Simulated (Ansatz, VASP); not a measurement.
## One calculation of BP, two programs

```
P B
1.0
     0.00000    2.26900    2.26900
     2.26900    0.00000    2.26900
     2.26900    2.26900    0.00000
P B
1 1
Cartesian
  3.4035 3.4035 3.4035
  0.0000 0.0000 0.0000
```

Alike in both runs: functional PBE-based screened hybrid; k mesh 6 × 6 × 6; occupations fermi-dirac, width 0.05 eV; no spin polarisation.

|  | VASP | Ansatz |
| --- | --- | --- |
| version | VASP 6.6.1 | Ansatz 0.2.0 |
| potentials or method | VASP PAW PBE potentials, release 64 (P, B) | Ansatz PAW |
| plane-wave cutoff (eV) | 520 | 420 |
| valence electrons in the cell | 8 | 8 |
| task | single point | band structure |

|  | VASP | Ansatz | Ansatz less VASP |
| --- | --- | --- | --- |
| gap on the k mesh at the Fermi level (eV) | 1.88 | 1.88 | +0.003 |
| least direct gap on the mesh (eV) | 4.15 | 4.15 | +0.006 |
| pressure (GPa) | -1.8 | -1.2 | +0.54 |

VASP's potentials were made for PBE, not for PBE-based screened hybrid.

Noted on Ansatz's run: the k mesh misses the band edges, so the gap on the mesh is wider than the one along the path.
